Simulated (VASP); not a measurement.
Here is a VASP 6.6.1 calculation.

The input INCAR:

```
SYSTEM = Al
  PREC = Accurate
  ENCUT = 520
  EDIFF = 1E-6
  ISMEAR = 0
  SIGMA = 0.1
  LREAL = .False.
  LASPH = .True.
  NELM = 60
  ALGO = Fast
  ISIF = 2
  LWAVE = .False.
  LCHARG = .False.
  GGA = PE
  NBANDS = 10
  ISYM = 0
```

File KPOINTS:

```
Automatic mesh
0
Gamma
  8 8 18
  0 0 0
```

POSCAR

```
Al
1.0
    4.2142065406      0.0000000000      0.0000000000
    0.0000000000      4.2142065406      0.0000000000
   -2.1071032703      0.0000000000      1.9219110672
Al
2
Direct
    0.0000000000      0.0000000000      0.0000000000
    0.5000000000      0.5000000000      0.0000000000
```

Potentials or basis: VASP PAW PBE potentials, release 64 (Al).

Run with:

```console
$ cat potpaw_PBE.64/Al/POTCAR > POTCAR
$ mpirun -np 1 vasp_std > vasp.out
```

Question: Predict the pressure.

Answer: -2.0 GPa.

Question: Predict the band gap on the k mesh.

Answer: Zero (bands 3 and 4 overlap by 11.29 eV).

Stress tensor (GPa, compression positive):
```
-3.82  0.00  0.37
 0.00 -3.31  0.00
 0.37  0.00  1.12
```
